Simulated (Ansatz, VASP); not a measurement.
K3Ru2 in VASP and in Ansatz

```xyz
5
Lattice="4.0447 0.0000 0.0000 -2.0224 3.5028 0.0000 0.0000 0.0000 14.0598" Properties=species:S:1:pos:R:3 pbc="T T T"
K     0.0000    0.0000    0.6649
K     2.0224    1.1676    6.2193
K     0.0000    2.3352   10.5158
Ru    0.0000    2.3352    3.3806
Ru    0.0000    0.0000    3.8168
```

Alike in both runs: functional PBE; k mesh 12 × 12 × 4; occupations gaussian, width 0.1 eV; no spin polarisation.

Ansatz relaxed the structure, and its values are those at the end. VASP's run is a single point on that final structure, the one shown.

|  | VASP | Ansatz |
| --- | --- | --- |
| version | VASP 6.6.1 | Ansatz 0.2.0 |
| potentials or method | VASP PAW PBE potentials, release 64 (K_sv, Ru_pv), cutoff 520 eV | scalar-relativistic, plane waves, PAW |
| valence electrons in the cell | 55 | 59 |

Ansatz gave:

```
gap on the k mesh at the Fermi level (eV) : none
pressure (GPa)                            : 0.0
rms of the force components (eV/Å)        : 0.002
```

**Question.** What did VASP give for the same quantities?

**Answer.** gap on the k mesh at the Fermi level (eV): none; pressure (GPa): 0.0; rms of the force components (eV/Å): 0.005.

A gap of «none» marks a metal or a gap that the smearing closes. With one functional, cell and mesh, what is left measures potentials, basis and numerics. VASP's potentials hold 55 valence electrons a cell and Ansatz's 59, so a difference there can come from the potentials and not from the codes.
